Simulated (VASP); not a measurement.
Crystal: KCdI3.

```
CELL_PARAMETERS angstrom
5.93699 0.05937 0.00000
0.05937 5.93699 0.00000
0.00000 0.00000 5.93699
ATOMIC_POSITIONS crystal
K 0.00000 0.00000 0.00000
Cd 0.50000 0.50000 0.50000
I 0.50000 0.50000 0.00000
I 0.50000 0.00000 0.50000
I 0.00000 0.50000 0.50000
```

This cell differs from its parent crystal: shear xy strain +2.0%.

Base run:

* Program: VASP 6.6.1
* Functional: r2SCAN
* Potentials or basis: VASP PAW PBE potentials, release 64 (K_sv, Cd, I)
* Cutoff: 520 eV
* k mesh: 4 × 4 × 4
* Occupations: fermi-dirac, width 0.02 eV
* Spin: no spin polarisation

Its results: band gap on the k mesh 0.15 eV, indirect (least direct gap 0.63 eV); pressure 0.1 GPa.

Task: The run is repeated on the same cell with these changes: functional from r2SCAN to PBE. What comes out?

Result: Band gap on the k mesh zero (band 21 reaches 0.93 eV, above the bottom of band 22 at 0.65 eV); pressure 0.6 GPa.

r2SCAN gives the wider gap, since meta-GGAs in the generalised Kohn-Sham scheme recover part of the derivative discontinuity.

Caveats: spin-orbit coupling is left out, which moves the levels of the heavy elements; the PAW data sets were made with another functional, which shifts forces and pressure a little (some runs).

A k mesh can miss the band edges.
